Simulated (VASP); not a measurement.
# SiC in VASP: single point with PBEsol

Aim: the single point of SiC with PBEsol.

Program: VASP 6.6.1. These are calculated values, not measurements. Logs are shortened: lines on timing, memory, paths and dates and some standing lists are left out, and cuts for length are marked.

## (1) The cell of the first run

The cell holds a slab with vacuum, 32 atoms: a = 5.048 Å, b = 3.076 Å, c = 32.535 Å, α = 90.00°, β = 90.00°, γ = 90.00°.

## (2) Single point, PBEsol

Contents of INCAR:

```
SYSTEM = SiC
PREC     = Accurate       ! precision mode
ENCUT    = 520            ! plane-wave cutoff, eV
EDIFF    = 1E-7           ! SCF threshold, eV
ISMEAR   = -1             ! smearing method
SIGMA    = 0.05           ! smearing width, eV
LREAL    = Auto         
LASPH    = .TRUE.         ! aspherical terms in the spheres
NELM     = 60             ! most SCF steps
ALGO     = Normal         ! electronic algorithm
ISIF     = 2              ! what is computed and relaxed
LWAVE    = .FALSE.        ! write WAVECAR
LCHARG   = .FALSE.        ! write CHGCAR
GGA      = PS             ! functional
NBANDS   = 86             ! bands
```

Contents of KPOINTS:

```
regular mesh
0
G
  4 6 1
  0 0 0
```

Contents of POSCAR:

```
SiC
1.0
    0.0000000000      0.0000000000      5.0475700000
    3.0760170000      0.0000000000      0.0000000000
    0.0000000000     32.5353330000      0.0000000000
Si C
16 16
Direct
    0.9892970000      0.9998660000      0.2252250000
    0.9988530000      0.4997870000      0.3089690000
    0.0005060000      0.9997310000      0.3910420000
    0.0007410000      0.4996580000      0.4729290000
    0.0009090000      0.9995990000      0.5548020000
    0.0014700000      0.4995470000      0.6366010000
    0.0039760000      0.9994880000      0.7179460000
    0.0218650000      0.4993730000      0.7925510000
    0.5219450000      0.4998960000      0.2078050000
    0.5040260000      0.9998470000      0.2824030000
    0.5015690000      0.4996770000      0.3637520000
    0.5009200000      0.9997420000      0.4455510000
    0.5007100000      0.4995780000      0.5274240000
    0.5004410000      0.9995730000      0.6093090000
    0.4987480000      0.4994530000      0.6913770000
    0.4892110000      0.9995010000      0.7751220000
    0.3635050000      0.9998770000      0.2262880000
    0.3758040000      0.4998470000      0.3089350000
    0.3765950000      0.9996780000      0.3908880000
    0.3766550000      0.4997220000      0.4728100000
    0.3766680000      0.9995430000      0.5546770000
    0.3767230000      0.4995880000      0.6364730000
    0.3774700000      0.9994150000      0.7183600000
    0.3634610000      0.4995280000      0.7977640000
    0.8635270000      0.4998620000      0.2025740000
    0.8774980000      0.9997820000      0.2819770000
    0.8768260000      0.4997160000      0.3638600000
    0.8767280000      0.9996440000      0.4456670000
    0.8766080000      0.4995660000      0.5275320000
    0.8765240000      0.9995440000      0.6094430000
    0.8757200000      0.4995080000      0.6914010000
    0.8634270000      0.9993890000      0.7740530000
```

Potentials or basis: VASP PAW PBE potentials, release 64 (Si, C).

The run is started by

```bash
$ cat potpaw_PBE.64/Si/POTCAR potpaw_PBE.64/C/POTCAR > POTCAR
$ mpirun -np 1 vasp_std > vasp.out
```

OUTCAR:

```text
SYSTEM = SiC
   PREC = Accurate
   ENCUT = 520
   EDIFF = 1E-7
   ISMEAR = -1
   LREAL = Auto
   LASPH = .TRUE.
   NELM = 60
   ISIF = 2
   GGA = PS

 ion  position               nearest neighbor table
   1  0.989  1.000  0.225-  25 1.82  25 1.82  17 1.89  26 1.93   9 2.87   9 2.87  10 3.08   2 3.13
                             2 3.13   9 3.15
   2  0.999  0.500  0.309-  26 1.87  26 1.87  27 1.89  18 1.90  10 3.06  10 3.06  11 3.08   3 3.08
                             3 3.08  10 3.10  10 3.10  11 3.10   1 3.13   1 3.13
   3  0.001  1.000  0.391-  27 1.88  27 1.88  28 1.88  19 1.90   4 3.08   4 3.08   2 3.08  11 3.08
                             2 3.08  11 3.08  12 3.08  12 3.09  11 3.09  11 3.09
   4  0.001  0.500  0.473-  28 1.88  28 1.88  29 1.88  20 1.90   5 3.08   5 3.08   3 3.08   3 3.08
                            13 3.08  13 3.08  12 3.09  12 3.09  12 3.09  12 3.09
   5  0.001  1.000  0.555-  29 1.88  29 1.88  30 1.89  21 1.90   6 3.07   6 3.07   4 3.08   4 3.08
                            14 3.08  13 3.09  13 3.09  14 3.09  13 3.09  13 3.09
   6  0.001  0.500  0.637-  30 1.88  30 1.88  31 1.89  22 1.89   7 3.06   7 3.06   5 3.07   5 3.07
                            15 3.08  14 3.08  14 3.08  14 3.09  14 3.09  15 3.10
   7  0.004  0.999  0.718-  31 1.88  31 1.88  23 1.89  32 1.96   8 2.87   8 2.88  15 3.06  15 3.06
                             6 3.06   6 3.06  16 3.08  15 3.10  15 3.10
   8  0.022  0.499  0.793-  24 1.73  32 1.83  32 1.84  16 2.87  16 2.87   7 2.87   7 2.88  16 3.15

   9  0.522  0.500  0.208-  25 1.73  17 1.83  17 1.83   1 2.87   1 2.87  10 2.87  10 2.87   1 3.15

  10  0.504  1.000  0.282-  18 1.88  18 1.88  26 1.89  17 1.96   9 2.87   9 2.87   2 3.06   2 3.06
                            11 3.06  11 3.06   1 3.08   2 3.10   2 3.10
  11  0.502  0.500  0.364-  19 1.88  19 1.88  18 1.89  27 1.89  10 3.06  10 3.06  12 3.07  12 3.07
                             2 3.08   3 3.08   3 3.08   3 3.09   3 3.09   2 3.10
  12  0.501  1.000  0.446-  20 1.88  20 1.88  19 1.89  28 1.90  11 3.07  11 3.07  13 3.08  13 3.08
                             3 3.08   4 3.09   4 3.09   3 3.09   4 3.09   4 3.09
  13  0.501  0.500  0.527-  21 1.88  21 1.88  20 1.88  29 1.90  12 3.08  12 3.08  14 3.08  14 3.08
                             4 3.08   4 3.08   5 3.09   5 3.09   5 3.09   5 3.09
  14  0.500  1.000  0.609-  22 1.88  22 1.88  21 1.88  30 1.90  13 3.08  13 3.08  15 3.08  15 3.08
                             6 3.08   6 3.08   5 3.08   5 3.09   6 3.09   6 3.09
  15  0.499  0.499  0.691-  23 1.87  23 1.87  22 1.89  31 1.90   7 3.06   7 3.06   6 3.08  14 3.08
                            14 3.08   6 3.10   7 3.10   7 3.10  16 3.13  16 3.13
  16  0.489  1.000  0.775-  24 1.82  24 1.82  32 1.89  23 1.93   8 2.87   8 2.87   7 3.08  15 3.13
                            15 3.13   8 3.15
  17  0.364  1.000  0.226-   9 1.83   9 1.83   1 1.89  10 1.96
  18  0.376  0.500  0.309-  10 1.88  10 1.88  11 1.89   2 1.90
  19  0.377  1.000  0.391-  11 1.88  11 1.88  12 1.89   3 1.90
  20  0.377  0.500  0.473-  12 1.88  12 1.88  13 1.88   4 1.90
  21  0.377  1.000  0.555-  13 1.88  13 1.88  14 1.88   5 1.90
  22  0.377  0.500  0.636-  14 1.88  14 1.88  15 1.89   6 1.89
  23  0.377  0.999  0.718-  15 1.87  15 1.87   7 1.89  16 1.93
  24  0.363  0.500  0.798-   8 1.73  16 1.82  16 1.82
  25  0.864  0.500  0.203-   9 1.73   1 1.82   1 1.82
  26  0.877  1.000  0.282-   2 1.87   2 1.87  10 1.89   1 1.93
  27  0.877  0.500  0.364-   3 1.88   3 1.88   2 1.89  11 1.89
  28  0.877  1.000  0.446-   4 1.88   4 1.88   3 1.88  12 1.90
[... 213 lines left out ...]
  Fermi-wavevector in a.u.,A,eV,Ry     =   1.035943  1.957649 14.601484  1.073179
  Thomas-Fermi vector in A             =   2.170311
   LORBIT       =      0    0 simple, 1 ext, 2 COOP (PROOUT), +10 PAW based schemes
   GGA     = PS    functional components
   LHFCALC =     F    Hartree Fock is set to
   AEXX    =    0.0000 exact exchange contribution
   IVDW    =     0    specifies the selected vdW correction
   LEPSILON=     F    determine dielectric tensor
   LRPA    =     F    only Hartree local field effects (RPA)
 non-spin polarized calculation
  energy-cutoff  :      520.00
  volume of cell :      505.16
 maximum number of plane-waves:     13652
 NGX is ok and might be reduce to    40
   NGX = 19   NGY = 11   NGZ =121

 number of electron     127.9999997 magnetization

 Free energy of the ion-electron system (eV)
  ---------------------------------------------------
  ext. energy  EPLUGINS =         0.00000000
  ---------------------------------------------------
  free energy    TOTEN  =      -249.57416371 eV

  energy without entropy =     -249.57416363  energy(sigma->0) =     -249.57416367

 E-fermi :   4.1777     XC(G=0):  -7.9943

 val. band max:        3.3941329965   @ k =   0.0000   0.0000   0.0000
 cond. band min:       4.9254130180   @ k =   0.5000   0.5000   0.0000
 fundamental gap:      1.5312800215
 Fermi energy:         4.1777122744

 k-point     1 :       0.0000    0.0000    0.0000
  band No.  band energies     occupation
      1     -12.1423      2.00000
      2     -11.9962      2.00000
      3     -11.7254      2.00000
      4     -11.3278      2.00000
      5     -10.8086      2.00000
      6     -10.1911      2.00000
[... 1095 lines left out ...]
     75       7.7265      0.00000
     76       7.7280      0.00000
 [bands above 76 left out]

------------------------ aborting loop because EDIFF is reached ----------------------------------------

  FORCE on cell =-STRESS in cart. coord.  units (eV):
  Direction    XX          YY          ZZ          XY          YZ          ZX
  --------------------------------------------------------------------------------------
  -------------------------------------------------------------------------------------
  Total        5.8408569      0.5655409      4.0597937      0.0233289     -0.0160933     -0.0025548
  in kB       18.5251105      1.7936937     12.8762147      0.0739910     -0.0510423     -0.0081029
  external PRESSURE =      11.0650063 kB  Pullay stress =       0.0000000 kB

 VOLUME and BASIS-vectors are now :
 -----------------------------------------------------------------------------
  energy-cutoff  :      520.00
  volume of cell :      505.16
      direct lattice vectors                 reciprocal lattice vectors
     0.000000000  0.000000000  5.047570000     0.000000000  0.000000000  0.198115133
     3.076017000  0.000000000  0.000000000     0.325095733  0.000000000  0.000000000
     0.000000000 32.535333000  0.000000000     0.000000000  0.030735816  0.000000000

 POSITION                                       TOTAL-FORCE (eV/Angst)
 -----------------------------------------------------------------------------------
      3.07560      7.32777      4.99355        -0.001353     -0.004135      0.008419
      1.53735     10.05241      5.04178        -0.000754      0.008651     -0.003626
      3.07519     12.72268      0.00255        -0.002780     -0.008886     -0.002324
      1.53696     15.38690      0.00374        -0.001681     -0.000712      0.003951
      3.07478     18.05067      0.00459        -0.002535     -0.020171      0.003856
      1.53662     20.71203      0.00742         0.000012     -0.015938      0.014393
[... 24 lines left out ...]
      1.53650     22.49496      4.42026         0.000397      0.008790     -0.014164
      3.07414     25.18407      4.35821        -0.001212      0.000943     -0.019238
 -----------------------------------------------------------------------------------
    total drift:                                0.013485     -0.009375     -0.020024

  FREE ENERGIE OF THE ION-ELECTRON SYSTEM (eV)
  ---------------------------------------------------
  free  energy   TOTEN  =      -249.5741637093 eV

  energy  without entropy=     -249.5741636257  energy(sigma->0) =     -249.57416367
```

OSZICAR:

```text
N       E                     dE             d eps       ncg     rms          rms(c)
DAV:   1     0.604025059686E+03    0.60403E+03   -0.55772E+04  2432   0.128E+03
DAV:   2    -0.200218072104E+03   -0.80424E+03   -0.76274E+03  3136   0.257E+02
DAV:   3    -0.276905928021E+03   -0.76688E+02   -0.75619E+02  2960   0.762E+01
[... 17 lines left out ...]
DAV:  21    -0.249574153930E+03   -0.24140E-04   -0.89528E-07  2176   0.169E-03    0.739E-04
DAV:  22    -0.249574160980E+03   -0.70498E-05   -0.27636E-07  2120   0.969E-04    0.333E-04
DAV:  23    -0.249574163029E+03   -0.20498E-05   -0.62848E-08  1912   0.544E-04    0.127E-04
DAV:  24    -0.249574163677E+03   -0.64757E-06   -0.26283E-08  1832   0.310E-04    0.121E-04
DAV:  25    -0.249574163709E+03   -0.32302E-07   -0.28922E-09  1792   0.166E-04
   1 F= -.24957416E+03 E0= -.24957416E+03  d E =-.836810E-07
```

stdout:

```text
POSCAR found type information on POSCAR SiC
 POSCAR found :  2 types and      32 ions
 scaLAPACK will be used
 -----------------------------------------------------------------------------
|                                                                             |
|                                                                             |
|     You enforced a specific xc type in the INCAR file but a different       |
|     I HOPE YOU KNOW WHAT YOU ARE DOING!                                     |
|                                                                             |
 -----------------------------------------------------------------------------

 LDA part: xc-table for (Slater+PW92), standard interpolation
 POSCAR, INCAR and KPOINTS ok, starting setup
 FFT: planning ... GRIDC
 FFT: planning ... GRID_SOFT
 FFT: planning ... GRID
 WAVECAR not read
 entering main loop
```

Wall time 21 min (1 thread of Intel Xeon Platinum 8488C (Sapphire Rapids), shared host); peak memory 0.71 GiB.

Results:

* Free energy: -249.5742 eV
* Largest force: 0.049 eV/Å
* Band gap on the k mesh: 1.53 eV (least direct gap 1.78 eV)

Forces in eV/Å, atoms in the order of the input:
```
Si  -0.001 -0.004  0.008
Si  -0.001  0.009 -0.004
Si  -0.003 -0.009 -0.002
Si  -0.002 -0.001  0.004
Si  -0.003 -0.020  0.004
Si   0.000 -0.016  0.014
Si  -0.001  0.006  0.001
Si   0.003 -0.003 -0.035
Si  -0.002 -0.004 -0.032
Si   0.000 -0.015  0.005
Si   0.002  0.002  0.015
Si  -0.002  0.006  0.007
Si  -0.001 -0.003  0.006
Si   0.000  0.000 -0.005
Si   0.000 -0.014 -0.001
Si   0.000 -0.004  0.011
C    0.000  0.004 -0.025
C   -0.001  0.003 -0.015
C    0.001 -0.003 -0.006
C    0.000 -0.008 -0.002
C    0.003  0.000  0.001
C   -0.003  0.009  0.010
C    0.004  0.021 -0.004
C   -0.005  0.028  0.037
C   -0.001 -0.021  0.044
C    0.004 -0.007  0.004
C    0.004  0.003  0.003
C    0.004  0.003 -0.001
C    0.001  0.012 -0.002
C    0.001  0.017 -0.008
C    0.000  0.009 -0.014
C   -0.001  0.001 -0.019
```

Caveat: there is no dipole correction, which matters where the two faces differ; the PAW data sets were made with another functional, which shifts forces and pressure a little.
